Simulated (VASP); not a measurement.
BaHf3H2:

```
CELL_PARAMETERS angstrom
-2.98909 2.98909 3.50430
2.98909 -2.98909 3.50430
2.98909 2.98909 -3.50430
ATOMIC_POSITIONS crystal
Ba 0.00000 0.00000 0.00000
Hf 0.75000 0.25000 0.50000
Hf 0.25000 0.75000 0.50000
Hf 0.50000 0.50000 0.00000
H 0.50000 0.00000 0.50000
H 0.00000 0.50000 0.50000
```

The cell was generated, and may not be a known phase.

* Program: VASP 6.6.1
* Task: relaxation of cell and atoms
* Functional: PBE
* Potentials or basis: VASP PAW PBE potentials, release 64 (Ba_sv, Hf_pv, H)
* Cutoff: 600 eV
* k mesh: 4 × 4 × 4
* Occupations: gaussian, width 0.1 eV
* Spin: no spin polarisation

At the start: pressure 0.3 GPa; volume 20.87 Å³/atom.

Task: How do energy, volume and symmetry change on relaxing?

Result: Over 11 steps the energy falls by 289.5 meV/atom and the volume is 18.09 Å³/atom (-13.3 %); space group I4/mmm (No. 139, to 0.1 Å) before and after.

Step by step:
| step | energy change (eV) | largest force (eV/Å) | pressure (GPa) | volume (Å³) |
| --- | --- | --- | --- | --- |
| 1 | 0.0000 | 0.0000 | 0.28 | 125.24 |
| 2 | -0.7933 | 0.0000 | -3.97 | 125.25 |
| 3 | -0.9872 | 0.0000 | -5.26 | 124.80 |
| 4 | -1.2755 | 0.0000 | -6.38 | 123.07 |
| 5 | -1.4917 | 0.0000 | -5.02 | 116.59 |
| 6 | -1.3877 | 0.0000 | -6.59 | 121.76 |
| 7 | -1.6434 | 0.0000 | 5.07 | 102.37 |
| 8 | -1.7329 | 0.0000 | 0.32 | 108.16 |
| 9 | -1.7327 | 0.0000 | 0.13 | 108.42 |
| 10 | -1.7352 | 0.0000 | 0.06 | 108.48 |
| 11 | -1.7368 | 0.0000 | -0.03 | 108.55 |

Final structure:
```yaml
crystal:
  lattice:
    - [-2.46516, 2.46516, 4.46563]
    - [2.46516, -2.46516, 4.46563]
    - [2.46516, 2.46516, -4.46563]
  atoms:
    - { symbol: Ba, position: [0.00000, 0.00000, 0.00000] }
    - { symbol: Hf, position: [0.75000, 0.25000, 0.50000] }
    - { symbol: Hf, position: [0.25000, 0.75000, 0.50000] }
    - { symbol: Hf, position: [0.50000, 0.50000, 0.00000] }
    - { symbol: H, position: [0.50000, 0.00000, 0.50000] }
    - { symbol: H, position: [0.00000, 0.50000, 0.50000] }
```
